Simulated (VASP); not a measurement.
Set up this calculation in VASP 6.6.1, as the native input.

| Property | Result |
| --- | --- |
| Task | single point |
| Functional | PBE |
| Potentials or basis | VASP PAW PBE potentials, release 64 (Ta_pv) |
| Cutoff | 520 eV |
| k mesh | 22 × 22 × 14 |
| Occupations | gaussian, width 0.15 eV |
| Spin | no spin polarisation |
| Dipole correction | no |
| Further INCAR settings | ALGO = Fast; EDIFF = 1e-06; NBANDS = 18 |

The structure of Ta lies in POSCAR:

```
Ta
1.0
   -1.6593948201      1.6593948201      1.6593948201
    1.6593948201     -1.6593948201      1.6593948201
    3.3187896402      3.3187896402      0.0000000000
Ta
2
Direct
   -0.0319592468      0.0319592468      0.0000000000
    0.5319592468      0.4680407532      0.5000000000
```

This cell differs from its parent crystal: atoms displaced along a vibrational mode.

The input as run:

INCAR

```
SYSTEM = Ta
PREC = Accurate ; ENCUT = 520
EDIFF = 1E-6 ; ISMEAR = 0
SIGMA = 0.15 ; LREAL = .FALSE.
LASPH = .TRUE. ; NELM = 80
ALGO = Fast ; ISIF = 2
LWAVE = .FALSE. ; LCHARG = .FALSE.
GGA = PE ; NBANDS = 18
```

KPOINTS

```
Automatic mesh
0
G
  22 22 14
  0 0 0
```

Potentials or basis: VASP PAW PBE potentials, release 64 (Ta_pv).

Launch:

```console
$ cat potpaw_PBE.64/Ta_pv/POTCAR > POTCAR
$ mpirun -np 1 vasp_std > vasp.out
```

Results of the run:

The pressure is 1.4 GPa, the largest force is 0.714 eV/Å and the band gap on the k mesh is zero (bands 11 and 12 overlap by 2.47 eV).

Caveat: the cell differs from its parent crystal (atoms displaced along a vibrational mode); spin-orbit coupling is left out, which moves the levels of the heavy elements.

Run time: 14 min on 1 thread of Oxide Virtual Turin-like Processor (shared host), peak memory 0.6 GiB.
